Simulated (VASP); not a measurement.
KBr, 2 atoms in the cell. The structure is cubic, space group Fm-3m (No. 225). Conventional cell: a = 6.605 Å, b = 6.605 Å, c = 6.605 Å, α = 90.00°, β = 90.00°, γ = 90.00°. K (site symmetry m-3m) has 6 Br at 3.30 Å within 4.3 Å. Within 4.3 Å of Br (site symmetry m-3m) lie 6 K at 3.30 Å. 

```yaml
Program: VASP 6.6.1
Task: single point
Functional: PBEsol
Potentials_or_basis: VASP PAW PBE potentials, release 64 (K_sv, Br)
Cutoff: 520 eV
k_mesh: 4 × 4 × 4
Occupations: gaussian, width 0.2 eV
Spin: no spin polarisation
Dipole_correction: no
Further_INCAR_settings: ALGO = Normal; EDIFF = 1e-06; NBANDS = 15
```

Potentials or basis: VASP PAW PBE potentials, release 64 (K_sv, Br).

Launch:

```console
$ cat potpaw_PBE.64/K_sv/POTCAR potpaw_PBE.64/Br/POTCAR > POTCAR
$ mpirun -np 1 vasp_std > vasp.out
```

Hardware: 1 thread of Intel(R) Xeon(R) Platinum 8259CL CPU @ 2.50GHz (Skylake/Cascade Lake), on a shared host.

Q: Estimate the wall time of this run.

A: It took 12 s on 1 thread of Intel(R) Xeon(R) Platinum 8259CL CPU @ 2.50GHz (Skylake/Cascade Lake), with other jobs on the host, peak memory 0.2 GiB. Counts: scf iterations 13, k points 8.
